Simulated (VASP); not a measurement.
# SbAuBr4 (P1) in VASP: single point with PBEsol

Aim: the single point of SbAuBr4 with PBEsol.

All numbers are computed with VASP 6.6.1; they aren't measurements. Logs are shortened: lines on timing, memory, paths and dates and some standing lists are left out, and cuts for length are marked.

**1. The cell of the first run**

The typed cell holds 6 atoms: a = 6.539 Å, b = 4.020 Å, c = 8.534 Å, α = 117.93°, β = 91.66°, γ = 91.03°.

**2. Single point, PBEsol**

Contents of INCAR:

```
PREC = Accurate ; ENCUT = 520
EDIFF = 1E-6 ; ISMEAR = -1
SIGMA = 0.05 ; LREAL = F
LASPH = T ; NELM = 100
ALGO = Normal ; ISIF = 2
LWAVE = F ; LCHARG = T
GGA = PS ; LELF = T
LVHAR = T ; NBANDS = 31
```

Contents of KPOINTS:

```
Automatic mesh
0
Gamma
  4 4 2
```

Contents of POSCAR:

```
SbAuBr4
1.0
    6.5374379413     -0.1435407976     -0.0688468096
    0.0022992640      3.8885524335     -1.0197683965
   -0.2022797148     -1.9543043607      8.3043606257
Sb Au Br
1 1 4
Direct
   -0.0002904280      0.4882286953      0.4971481096
   -0.0012115450     -0.0132389991     -0.0027711127
    0.2397668911     -0.1552320607      0.3461993273
    0.2742679179      0.7896884530      0.7973243584
    0.7242853216      0.1824512867      0.1980522598
    0.7599332750      0.1314696462      0.6484215264
```

Potentials or basis: VASP PAW PBE potentials, release 64 (Sb, Au, Br).

On the command line:

```console
$ cat potpaw_PBE.64/Sb/POTCAR potpaw_PBE.64/Au/POTCAR potpaw_PBE.64/Br/POTCAR > POTCAR
$ mpirun -np 1 vasp_std > vasp.out
```

OUTCAR:

```text
PREC = Accurate
   ENCUT = 520
   EDIFF = 1E-6
   ISMEAR = -1
   LREAL = F
   LASPH = T
   NELM = 100
   ISIF = 2
   GGA = PS

 ion  position               nearest neighbor table
   1  1.000  0.488  0.497-   3 2.82   6 2.82   6 2.82   3 2.82   5 2.83   4 2.83
   2  0.999  0.987  0.997-   5 2.40   4 2.40
   3  0.240  0.845  0.346-   1 2.82   1 2.82
   4  0.274  0.790  0.797-   2 2.40   1 2.83
   5  0.724  0.182  0.198-   2 2.40   1 2.83
   6  0.760  0.131  0.648-   1 2.82   1 2.82

  LATTYP: Found a triclinic cell.
 ALAT       =     6.5393760161
 B/A-ratio  =     1.1529644206
 C/A-ratio  =     0.6147446438
 COS(alpha) =     0.0030474718
 COS(beta)  =     0.0179898098
 COS(gamma) =     0.0423189523

  Lattice vectors:

 A1 = (  -6.5374379413,   0.1435407976,   0.0688468096)
 A2 = (  -0.1999804508,   1.9342480728,   7.2845922292)
 A3 = (   0.0022992640,   3.8885524335,  -1.0197683965)

Analysis of symmetry for initial positions (statically):
=====================================================================
 Subroutine PRICEL returns:
 Original cell was already a primitive cell.

 Routine SETGRP: Setting up the symmetry group for a
 triclinic supercell.

 Subroutine GETGRP returns: Found  1 space group operations
 (whereof  1 operations were pure point group operations)
 out of a pool of  2 trial point group operations.

The static configuration has the point symmetry C_1 .

Analysis of symmetry for dynamics (positions and initial velocities):
=====================================================================
 Subroutine PRICEL returns:
 Original cell was already a primitive cell.

 Routine SETGRP: Setting up the symmetry group for a
 triclinic supercell.

 Subroutine GETGRP returns: Found  1 space group operations
 (whereof  1 operations were pure point group operations)
 out of a pool of  2 trial point group operations.

The dynamic configuration has the point symmetry C_1 .

 Subroutine INISYM returns: Found  1 space group operations
 (whereof  1 operations are pure point group operations),
 and found     1 'primitive' translations

----------------------------------------------------------------------------------------

                                     Primitive cell

  volume of cell :     197.9971
[... 90 lines left out ...]
   ENCUT  =  520.0 eV  38.22 Ry    6.18 a.u.  12.16  7.47 15.87*2*pi/ulx,y,z
   NELM   =    100;   NELMIN=  2; NELMDL= -5     # of ELM steps
   EDIFF  = 0.1E-05   stopping-criterion for ELM
   LREAL  =      F    real-space projection
   EDIFFG = 0.1E-04   stopping-criterion for IOM
   NSW    =      0    number of steps for IOM
   IBRION =     -1    ionic relax: 0-MD 1-quasi-New 2-CG
   NFREE  =      0    steps in history (QN), initial steepest desc. (CG)
   ISIF   =      2    stress and relaxation
   ISYM   =      2    0-nonsym 1-usesym 2-fastsym
   POTIM  = 0.5000    time-step for ionic-motion
   TEBEG  =    0.0;   TEEND  =   0.0 temperature during run
   PSTRESS=    0.0 pullay stress
   NELECT =      44.0000    total number of electrons
   NUPDOWN=      -1.0000    fix difference up-down
   EMIN   =  10.00;   EMAX   =-10.00  energy-range for DOS
   EFERMI =   0.00;   METHOD = LEGACY
   ISMEAR =    -1;   SIGMA  =   0.05  broadening in eV -4-tet -1-fermi 0-gaus
   EFERMI_NEDOS =   21; number of points for ismear=-14 and -15
   IALGO  =     38    algorithm
   IMIX   =      4    mixing-type and parameters
     AMIX     =   0.40;   BMIX     =  1.00
     AMIX_MAG =   1.60;   BMIX_MAG =  1.00
  volume/ion in A,a.u.               =      33.00       222.69
  Fermi-wavevector in a.u.,A,eV,Ry     =   0.991607  1.873865 13.378387  0.983284
  Thomas-Fermi vector in A             =   2.123360
   LORBIT       =      0    0 simple, 1 ext, 2 COOP (PROOUT), +10 PAW based schemes
   GGA     = PS    functional components
   LHFCALC =     F    Hartree Fock is set to
   AEXX    =    0.0000 exact exchange contribution
   IVDW    =     0    specifies the selected vdW correction
   LEPSILON=     F    determine dielectric tensor
   LRPA    =     F    only Hartree local field effects (RPA)
 non-spin polarized calculation
  energy-cutoff  :      520.00
  volume of cell :      198.00
 maximum number of plane-waves:      5347
 NGX is ok and might be reduce to    50
   NGX = 25   NGY = 15   NGZ = 31

 number of electron      43.9999998 magnetization

 Free energy of the ion-electron system (eV)
  ---------------------------------------------------
  ext. energy  EPLUGINS =         0.00000000
  ---------------------------------------------------
  free energy    TOTEN  =       -18.11756054 eV

  energy without entropy =      -18.11756052  energy(sigma->0) =      -18.11756053

 E-fermi :   1.8366     XC(G=0):  -8.3435

 val. band max:        1.0233183823   @ k =   0.5000  -0.0000   0.0000
 cond. band min:       2.6451874329   @ k =   0.0000   0.0000   0.0000
 fundamental gap:      1.6218690506
 Fermi energy:         1.8366491108

 k-point     1 :       0.0000    0.0000    0.0000
  band No.  band energies     occupation
      1     -13.8865      2.00000
      2     -13.2335      2.00000
      3     -13.1818      2.00000
      4     -13.1577      2.00000
      5      -7.5511      2.00000
      6      -3.9986      2.00000
[... 669 lines left out ...]
     30       8.7684      0.00000
     31       8.9975      0.00000

------------------------ aborting loop because EDIFF is reached ----------------------------------------

  FORCE on cell =-STRESS in cart. coord.  units (eV):
  Direction    XX          YY          ZZ          XY          YZ          ZX
  --------------------------------------------------------------------------------------
  -------------------------------------------------------------------------------------
  Total       -0.0050522     -0.0662775      0.0072116      0.0222732      0.0044566     -0.0286830
  in kB       -0.0408817     -0.5363122      0.0583556      0.1802330      0.0360626     -0.2321008
  external PRESSURE =      -0.1729461 kB  Pullay stress =       0.0000000 kB

 VOLUME and BASIS-vectors are now :
 -----------------------------------------------------------------------------
  energy-cutoff  :      520.00
  volume of cell :      198.00
      direct lattice vectors                 reciprocal lattice vectors
     6.537437941 -0.143540798 -0.068846810     0.153027479  0.000945390  0.003949965
     0.002299264  3.888552434 -1.019768396     0.006699906  0.274121710  0.064673553
    -0.202279715 -1.954304361  8.304360626     0.002091408  0.033669750  0.128393267

 POSITION                                       TOTAL-FORCE (eV/Angst)
 -----------------------------------------------------------------------------------
      6.43610      0.78343      3.56179         0.005029     -0.003820      0.008475
      6.33007      1.74482      7.20632         0.007426     -0.003657      0.002804
      1.49937      2.57393      1.99699        -0.007405     -0.000147      0.000361
      1.63354      1.47316      5.79709         0.000270      0.003181     -0.009720
      4.69533      0.21845      1.40877        -0.009589      0.005487     -0.001628
      4.83716     -0.86507      5.19834         0.004269     -0.001045     -0.000293
 -----------------------------------------------------------------------------------
    total drift:                               -0.000102     -0.000075      0.000226

  FREE ENERGIE OF THE ION-ELECTRON SYSTEM (eV)
  ---------------------------------------------------
  free  energy   TOTEN  =       -18.1175605414 eV

  energy  without entropy=      -18.1175605168  energy(sigma->0) =      -18.11756053
```

OSZICAR:

```text
N       E                     dE             d eps       ncg     rms          rms(c)
DAV:   1     0.291425965003E+03    0.29143E+03   -0.17939E+04  1240   0.119E+03
DAV:   2     0.608324784353E+01   -0.28534E+03   -0.27375E+03  1597   0.220E+02
DAV:   3    -0.185627863128E+02   -0.24646E+02   -0.24397E+02  1485   0.709E+01
DAV:   4    -0.189466512681E+02   -0.38386E+00   -0.38352E+00  1483   0.101E+01
DAV:   5    -0.189514076111E+02   -0.47563E-02   -0.47559E-02  1565   0.113E+00    0.107E+01
DAV:   6    -0.181673735931E+02    0.78403E+00   -0.15148E+00  1422   0.898E+00    0.751E+00
DAV:   7    -0.181268484507E+02    0.40525E-01   -0.47635E-01  1436   0.301E+00    0.272E+00
DAV:   8    -0.181171570730E+02    0.96914E-02   -0.36063E-02  1468   0.110E+00    0.684E-01
DAV:   9    -0.181174342222E+02   -0.27715E-03   -0.64994E-03  1482   0.408E-01    0.230E-01
DAV:  10    -0.181175074087E+02   -0.73187E-04   -0.24034E-04  1545   0.774E-02    0.907E-02
DAV:  11    -0.181175494210E+02   -0.42012E-04   -0.88678E-05  1450   0.468E-02    0.170E-02
DAV:  12    -0.181175572095E+02   -0.77885E-05   -0.11074E-05  1451   0.219E-02    0.917E-03
DAV:  13    -0.181175596385E+02   -0.24290E-05   -0.59446E-06  1535   0.111E-02    0.389E-03
DAV:  14    -0.181175605414E+02   -0.90294E-06   -0.98038E-07  1020   0.598E-03
   1 F= -.18117561E+02 E0= -.18117561E+02  d E =-.246875E-07
```

Wall time 59 s (1 thread of AMD EPYC 9R45 (Zen 5), shared host); peak memory 0.33 GiB.

Results:

- Free energy: -18.1176 eV
- Pressure: 0.0 GPa
- Largest force: 0.011 eV/Å
- Band gap on the k mesh: 1.62 eV (least direct gap 1.74 eV)

Forces on the atoms (eV/Å):
```
Sb   0.005 -0.004  0.008
Au   0.007 -0.004  0.003
Br  -0.007  0.000  0.000
Br   0.000  0.003 -0.010
Br  -0.010  0.005 -0.002
Br   0.004 -0.001  0.000
```

Levels at points of the mesh, in eV from the valence-band top:
| k point | band 18 | band 19 | band 20 | band 21 | band 22 | band 23 | band 24 | band 25 | band 26 | band 27 |
| --- | --- | --- | --- | --- | --- | --- | --- | --- | --- | --- |
| (0.00, 0.00, 0.00) | -1.23 | -1.02 | -0.56 | -0.40 | -0.11 | 1.62 | 2.86 | 3.15 | 3.44 | 5.76 |
| (0.50, 0.00, 0.00) | -1.25 | -1.07 | -0.29 | -0.13 | 0.00 | 1.76 | 2.57 | 2.98 | 3.71 | 6.38 |
| (0.00, 0.50, 0.00) | -1.20 | -1.17 | -0.73 | -0.67 | -0.49 | 2.69 | 3.32 | 3.36 | 4.68 | 4.86 |
| (0.50, 0.50, 0.00) | -1.26 | -1.07 | -0.87 | -0.64 | -0.45 | 3.04 | 3.07 | 3.46 | 4.29 | 4.57 |
| (0.00, 0.00, 0.50) | -1.36 | -1.16 | -0.63 | -0.42 | -0.07 | 2.00 | 2.91 | 3.09 | 4.00 | 5.35 |
| (0.50, 0.00, 0.50) | -1.35 | -1.13 | -0.85 | -0.59 | -0.17 | 2.16 | 3.04 | 3.34 | 4.12 | 5.74 |
| (0.00, 0.50, 0.50) | -1.24 | -1.00 | -0.57 | -0.56 | -0.25 | 3.14 | 3.40 | 3.66 | 4.41 | 5.12 |
| (0.50, 0.50, 0.50) | -1.17 | -1.16 | -0.62 | -0.51 | -0.06 | 2.59 | 3.15 | 3.46 | 4.45 | 5.14 |

Caveat: the k points lie up to 0.44 Å⁻¹ apart; the PAW data sets were made with another functional, which shifts forces and pressure a little; spin-orbit coupling is left out, which moves the levels of the heavy elements. A k mesh can miss the band edges.
